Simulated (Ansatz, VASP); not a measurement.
**In in VASP and in Ansatz**

```
In
1.0
    -1.57369    1.57369    2.28043
     1.57369   -1.57369    2.28043
     1.57369    1.57369   -2.28043
In
1
Cartesian
  0.0000 0.0000 0.0000
```

Alike in both runs: task single point; functional LDA; k mesh 22 × 22 × 22; occupations gaussian, width 0.15 eV; no spin polarisation.

```csv
,VASP,Ansatz
version,VASP 6.6.1,Ansatz 0.2.0
potentials or method,"VASP PAW LDA potentials, release 64 (In_d), cutoff 520 eV","scalar-relativistic, plane waves, PAW"
valence electrons in the cell,13,13
```

VASP gave:

- gap on the k mesh at the Fermi level (eV): none
- pressure (GPa): 5.4
- traceless stress, the component that is largest in VASP (GPa): 0.37

Q: Estimate Ansatz's values.

A: gap on the k mesh at the Fermi level (eV): none; pressure (GPa): 5.3; traceless stress, the component that is largest in VASP (GPa): 0.38.

LDA's correlation is that of Perdew and Zunger in VASP and of Perdew and Wang (1992) in Ansatz. A gap of «none» marks a metal or a gap that the smearing closes.
